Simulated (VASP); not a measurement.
The system is Na.

```
Na
1.0
     2.96765    0.00000    0.00000
    -1.48382    2.57006    0.00000
     0.00000    0.00000    2.77247
Na
1
Direct
  0.00000 0.00000 0.00000
```

This isn't the form of Na at room conditions, which is bcc.

Base run:

- Program: VASP 6.6.1
- Functional: PBEsol
- Dispersion: D4
- Potentials or basis: VASP PAW PBE potentials, release 64 (Na_pv)
- Cutoff: 520 eV
- k mesh: 13 × 13 × 12
- Occupations: fermi-dirac, width 0.08 eV
- Spin: no spin polarisation

Its results: band gap on the k mesh zero (an odd number of electrons rules out a gap without spin polarisation); pressure 11.6 GPa.

The run is repeated on the same cell with these changes: functional from PBEsol to PBE; dispersion from D4 to D3(BJ). What comes out?

Band gap on the k mesh zero (an odd number of electrons rules out a gap without spin polarisation); pressure 10.3 GPa.

Several settings changed at once.

Caveats: the cell stands under pressure; the PAW data sets were made with another functional, which shifts forces and pressure a little (at least some runs).
